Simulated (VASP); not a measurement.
Set up this calculation in VASP 6.6.1, as the native input.

```
Task                   : relaxation of cell and atoms
Functional             : LDA
Potentials or basis    : VASP PAW LDA potentials, release 64 (Al, Au)
Cutoff                 : 600 eV
k mesh                 : 6 × 6 × 6
Occupations            : gaussian, width 0.05 eV
Spin                   : no spin polarisation
Target pressure        : 60 GPa
Dipole correction      : no
Further INCAR settings : ALGO = Normal; EDIFF = 1e-06; IBRION = 2; EDIFFG = -0.03; NSW = 80; ISIF = 3
```

The structure of AlAu lies in POSCAR:

```
AlAu
1.0
    3.2200000000      0.0000000000      0.0000000000
    0.0000000000      3.2200000000      0.0000000000
    0.0000000000      0.0000000000      3.2200000000
Al Au
1 1
Direct
    0.0000000000      0.0000000000      0.0000000000
    0.5000000000      0.5000000000      0.5000000000
```

One way to write it, as run:

INCAR

```
ALGO     = Normal         # electronic algorithm
EDIFF    = 1E-6           # SCF threshold, eV
EDIFFG   = -0.03          # ionic threshold
ENCUT    = 600            # plane-wave cutoff, eV
IBRION   = 2              # ionic algorithm
ISIF     = 3              # what is computed and relaxed
ISMEAR   = 0              # smearing method
LASPH    = T              # aspherical terms in the spheres
LCHARG   = F              # write CHGCAR
LREAL    = F              # projectors in reciprocal space
LWAVE    = F              # write WAVECAR
NELM     = 60             # most SCF steps
NSW      = 80             # ionic steps
PREC     = Accurate       # precision mode
PSTRESS  = 600.0        
SIGMA    = 0.05           # smearing width, eV
```

KPOINTS

```
k-points
0
Gamma
  6 6 6
```

Potentials or basis: VASP PAW LDA potentials, release 64 (Al, Au).

The run is started by

```console
$ cat potpaw_LDA.64/Al/POTCAR potpaw_LDA.64/Au/POTCAR > POTCAR
$ mpirun -np 1 vasp_std > vasp.out
```

It gave:

| Item | Value |
| --- | --- |
| Relaxed volume | 12.41 Å³/atom |
| Relaxed cell | a = 2.917 Å, b = 2.917 Å, c = 2.917 Å, α = 90.00°, β = 90.00°, γ = 90.00° |
| Space group after relaxing (to 0.05 Å) | Pm-3m (No. 221) |
| Energy change on relaxing (the enthalpy is what falls) | +463.1 meV/atom |
| Ionic steps | 9 |
| Pressure after relaxing | 60.0 GPa |
| Band gap on the k mesh | zero (band 7 reaches 17.34 eV, above the bottom of band 8 at 13.36 eV) |

Caveat: the cell is relaxed towards a set pressure, so the enthalpy falls and the energy may rise; the volume moved by over 15 % at a fixed basis, so the end points are rough; spin-orbit coupling is left out, which moves the levels of the heavy elements.

Wall time 58 s on 1 thread of Intel Xeon 6975P-C, on a shared host, peak memory 0.17 GiB.
